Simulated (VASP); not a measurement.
# Sr (Fm-3m) in VASP: a series of runs, part 3 of 3

VASP 6.6.1.

## Step 6: Single point, r2SCANh+D4, non-collinear spin, zero start, spin-orbit coupling

The input, POSCAR:

```
Sr
1.0
    0.0000000000      3.0423500000      3.0423500000
    3.0423500000      0.0000000000      3.0423500000
    3.0423500000      3.0423500000      0.0000000000
Sr
1
Direct
    0.0000000000      0.0000000000      0.0000000000
```

The input, INCAR.step1:

```
SYSTEM = Sr
PREC = Accurate
ENCUT = 440
EDIFF = 1E-5
ISMEAR = -1
SIGMA = 0.05
LREAL = .FALSE.
LASPH = .TRUE.
NELM = 200
ALGO = Normal
ISIF = 2
LWAVE = .TRUE.
MAGMOM = 0 0 0
LORBIT = 11
LSORBIT = .TRUE.
GGA_COMPAT = .FALSE.
LORBMOM = .TRUE.
GGA = PE
NBANDS = 21
KPAR = 4
```

The input, INCAR.step2:

```
SYSTEM = Sr
PREC = Accurate
ENCUT = 440
EDIFF = 1E-6
ISMEAR = -1
SIGMA = 0.05
LREAL = .FALSE.
LASPH = .TRUE.
NELM = 200
ALGO = Normal
ISIF = 2
LWAVE = .FALSE.
LCHARG = .TRUE.
MAGMOM = 0 0 0
LORBIT = 11
LSORBIT = .TRUE.
GGA_COMPAT = .FALSE.
LORBMOM = .TRUE.
METAGGA = R2SCAN
LHFCALC = .TRUE.
AEXX = 0.1
LMIXTAU = .TRUE.
PRECFOCK = Normal
IVDW = 13
VDW_S6 = 1.0
VDW_S8 = 0.8324
VDW_A1 = 0.4944
VDW_A2 = 5.9019
LVHAR = .TRUE.
ISTART = 1
NBANDS = 21
KPAR = 4
```

The input, KPOINTS:

```
Automatic mesh
0
G
  6 6 6
  0 0 0
```

Potentials or basis: VASP PAW PBE potentials, release 64 (Sr_sv).

The run is started by

```bash
$ cat potpaw_PBE.64/Sr_sv/POTCAR > POTCAR
$ cp INCAR.step1 INCAR
$ mpirun -np 4 vasp_ncl > vasp.out
$ cp INCAR.step2 INCAR
$ mpirun -np 4 vasp_ncl > vasp.out
```

OUTCAR:

```text
SYSTEM = Sr
   PREC = Accurate
   ENCUT = 440
   EDIFF = 1E-6
   ISMEAR = -1
   LREAL = .FALSE.
   LASPH = .TRUE.
   NELM = 200
   ISIF = 2
   LORBIT = 11
   LSORBIT = .TRUE.
   METAGGA = R2SCAN
   LHFCALC = .TRUE.
   AEXX = 0.1
   PRECFOCK = Normal
   IVDW = 13
   ISTART = 1

 ion  position               nearest neighbor table
   1  0.000  0.000  0.000-

  LATTYP: Found a face centered cubic cell.
 ALAT       =     6.0847000000

  Lattice vectors:

 A1 = (   0.0000000000,   3.0423500000,   3.0423500000)
 A2 = (   3.0423500000,   0.0000000000,   3.0423500000)
 A3 = (   3.0423500000,   3.0423500000,   0.0000000000)

Analysis of symmetry for initial positions (statically):
=====================================================================
 Subroutine PRICEL returns:
 Original cell was already a primitive cell.

 Routine SETGRP: Setting up the symmetry group for a
 face centered cubic supercell.

 Subroutine GETGRP returns: Found 48 space group operations
 (whereof 48 operations were pure point group operations)
 out of a pool of 48 trial point group operations.

The static configuration has the point symmetry O_h .

Analysis of symmetry for dynamics (positions and initial velocities):
=====================================================================
 Subroutine PRICEL returns:
 Original cell was already a primitive cell.

 Routine SETGRP: Setting up the symmetry group for a
 face centered cubic supercell.

 Subroutine GETGRP returns: Found 48 space group operations
 (whereof 48 operations were pure point group operations)
 out of a pool of 48 trial point group operations.

The dynamic configuration has the point symmetry O_h .

Analysis of structural, dynamic, and magnetic symmetry:
=====================================================================
 Subroutine PRICEL returns:
 Original cell was already a primitive cell.

 Routine SETGRP: Setting up the symmetry group for a
 face centered cubic supercell.

 Subroutine GETGRP returns: Found 48 space group operations
 (whereof 48 operations were pure point group operations)
 out of a pool of 48 trial point group operations.

The overall configuration has the point symmetry O_h .

 Subroutine INISYM returns: Found 48 space group operations
 (whereof 48 operations are pure point group operations),
 and found     1 'primitive' translations

----------------------------------------------------------------------------------------

                                     Primitive cell

  volume of cell :      56.3193

  direct lattice vectors                    reciprocal lattice vectors
     0.000000000  3.042350000  3.042350000    -0.164346640  0.164346640  0.164346640
     3.042350000  0.000000000  3.042350000     0.164346640 -0.164346640  0.164346640
     3.042350000  3.042350000  0.000000000     0.164346640  0.164346640 -0.164346640

  length of vectors
     4.302532631  4.302532631  4.302532631     0.284656730  0.284656730  0.284656730

  position of ions in fractional coordinates (direct lattice)
     0.000000000  0.000000000  0.000000000

  ion indices of the primitive-cell ions
   primitive index   ion index
[... 95 lines left out ...]
   NKREDZ  =     1    reduce k-point grid by
   AEXX    =    0.1000 exact exchange contribution
   HFSCREEN=    0.0000 screening length (either q_TF or 0.3 A-1)
   HFSCREENC=   0.0000 screening length for correlation (either q_TF or 0.3 A-1)
   ENCUTFOCK=  -1.0 apply spherical cutoff to Coloumb kernel
   IVDW    =    13    specifies the selected vdW correction
   LEPSILON=     F    determine dielectric tensor
   LRPA    =     F    only Hartree local field effects (RPA)
  energy-cutoff  :      440.00
  volume of cell :       56.32
 maximum number of plane-waves:      2486
 NGX is ok and might be reduce to    30
  NGX = 24; NGY = 24; NGZ = 24

 number of electron      10.0000000 magnetization      -0.0000002     -0.0000001     -0.0000003

 number of electron      10.0000000 magnetization       0.0000001      0.0000000      0.0000000

 Free energy of the ion-electron system (eV)
  ---------------------------------------------------
  ext. energy  EPLUGINS =         0.00000000
  ---------------------------------------------------
  free energy    TOTEN  =       -13.84448164 eV

  energy without entropy =      -13.83691014  energy(sigma->0) =      -13.84069589

 E-fermi :   1.5430     XC(G=0):  -7.0367

 val. band max:        1.4668905726   @ k =  -0.3333   0.3333   0.1667
 cond. band min:       1.7346871116   @ k =  -0.3333   0.3333   0.1667
 fundamental gap:      0.2677965390
 Fermi energy:         1.5429895993

 k-point     1 :       0.0000    0.0000    0.0000
  band No.  band energies     occupation
      1     -37.7181      1.00000
      2     -37.7181      1.00000
      3     -19.3196      1.00000
      4     -19.3196      1.00000
      5     -18.1651      1.00000
      6     -18.1651      1.00000
[... 373 lines left out ...]
     20       7.6672      0.00000
     21       7.6736      0.00000

------------------------ aborting loop because EDIFF is reached ----------------------------------------

  DFT-D4 for vdW energy calculation

  Edisp (eV):   -0.05020

  FORCE on cell =-STRESS in cart. coord.  units (eV):
  Direction    XX          YY          ZZ          XY          YZ          ZX
  --------------------------------------------------------------------------------------
  -------------------------------------------------------------------------------------
  Total      -0.03422    -0.03422    -0.03422     0.00000    -0.00000     0.00000
  in kB      -0.97336    -0.97336    -0.97336     0.00000    -0.00000     0.00000
  external pressure =       -0.97 kB  Pullay stress =        0.00 kB

 VOLUME and BASIS-vectors are now :
 -----------------------------------------------------------------------------
  energy-cutoff  :      440.00
  volume of cell :       56.32
      direct lattice vectors                 reciprocal lattice vectors
     0.000000000  3.042350000  3.042350000    -0.164346640  0.164346640  0.164346640
     3.042350000  0.000000000  3.042350000     0.164346640 -0.164346640  0.164346640
     3.042350000  3.042350000  0.000000000     0.164346640  0.164346640 -0.164346640

 POSITION                                       TOTAL-FORCE (eV/Angst)
 -----------------------------------------------------------------------------------
      0.00000      0.00000      0.00000         0.000000      0.000000      0.000000
 -----------------------------------------------------------------------------------
    total drift:                                0.000000      0.000000      0.000000

  FREE ENERGIE OF THE ION-ELECTRON SYSTEM (eV)
  ---------------------------------------------------
  free  energy   TOTEN  =       -13.8946793548 eV

  energy  without entropy=      -13.8871078540  energy(sigma->0) =      -13.89089360

 orbital moment (x)

 # of ion     p       d       tot
 ----------------------------------------
  1        -0.000  -0.000  -0.000
 ----------------------------------------
           -0.000  -0.000  -0.000

 orbital moment (y)

 # of ion     p       d       tot
 ----------------------------------------
  1        -0.000  -0.000  -0.000
 ----------------------------------------
           -0.000  -0.000  -0.000

 orbital moment (z)

 # of ion     p       d       tot
 ----------------------------------------
  1        -0.000  -0.000  -0.000
 ----------------------------------------
           -0.000  -0.000  -0.000

 Spin-Orbit-Coupling matrix elements

 Ion:    1  E_soc:     -0.1656574
 l=   1
     0.0000000    -0.0276451    -0.0276451
    -0.0276451     0.0000000    -0.0276451
    -0.0276451    -0.0276451     0.0000000
 l=   2
     0.0000000     0.0000113     0.0000000     0.0000113     0.0000242
     0.0000113     0.0000000     0.0000182     0.0000113     0.0000061
     0.0000000     0.0000182     0.0000000     0.0000182     0.0000000
     0.0000113     0.0000113     0.0000182     0.0000000     0.0000061
     0.0000242     0.0000061     0.0000000     0.0000061     0.0000000
 l=   3
     0.0000000     0.0000000     0.0000000     0.0000000     0.0000000     0.0000000     0.0000000
     0.0000000     0.0000000     0.0000000     0.0000000     0.0000000     0.0000000     0.0000000
     0.0000000     0.0000000     0.0000000     0.0000000     0.0000000     0.0000000     0.0000000
     0.0000000     0.0000000     0.0000000     0.0000000     0.0000000     0.0000000     0.0000000
     0.0000000     0.0000000     0.0000000     0.0000000     0.0000000     0.0000000     0.0000000
     0.0000000     0.0000000     0.0000000     0.0000000     0.0000000     0.0000000     0.0000000
     0.0000000     0.0000000     0.0000000     0.0000000     0.0000000     0.0000000     0.0000000

 total charge

# of ion       s       p       d       tot
------------------------------------------
    1        2.049   5.844   0.109   8.002

 magnetization (x)

# of ion       s       p       d       tot
------------------------------------------
    1        0.000   0.000   0.000   0.000

 magnetization (y)

# of ion       s       p       d       tot
------------------------------------------
    1        0.000   0.000   0.000   0.000

 magnetization (z)

# of ion       s       p       d       tot
------------------------------------------
    1        0.000   0.000   0.000   0.000
```

Run time: 53 min. Hardware: 4 MPI ranks of AMD EPYC 7R43 (Zen 3), shared host; peak memory 0.32 GiB.

What came out:

```yaml
Free_energy: -13.8947 eV
Pressure: -0.1 GPa
Net_moment: 0.00 μB per cell
Valence_electrons_inside_the_program's_atomic_spheres: Sr 8.00
Dispersion_energy_per_atom: -0.050 eV
```

Moments on the atoms (μB; x, y, z):
```
Sr  0.00 0.00 0.00
```

Caveat: the PAW data sets were made with another functional, which shifts forces and pressure a little.

## Step 7: The runs side by side

| level | spin | k mesh | cutoff (eV) | smearing | grid for exact exchange (PRECFOCK) | share of exact exchange | screening parameter | pressure (GPa) | moment (μB) |
| --- | --- | --- | --- | --- | --- | --- | --- | --- | --- |
| PBE-based screened hybrid with 25 % exact exchange | off | 6 × 6 × 6 | 400 | gaussian 0.02 eV | Normal | 0.25 | 0.3 1/Å | 0.0 | - |
| PBEsol | non-collinear, zero start, SOC | 8 × 8 × 8 | 500 | fermi-dirac 0.05 eV | - | - | - | -0.9 | 0.00 |
| r2SCANh+D4 | non-collinear, zero start, SOC | 6 × 6 × 6 | 440 | fermi-dirac 0.05 eV | Normal | 0.1 | - | -0.1 | 0.00 |

Alike in all rows: task single point; potentials or basis VASP PAW PBE potentials, release 64 (Sr_sv); cell as given.

The pressure there spans -0.9 GPa (PBEsol) to 0.0 GPa (PBE-based screened hybrid with 25 % exact exchange); a positive pressure means that this level wants a larger cell, a negative one a smaller.

Caveats: the PAW data sets were made with another functional, which shifts forces and pressure a little.

Total energies depend on the potentials used, so only differences within one code and one set of settings carry meaning.
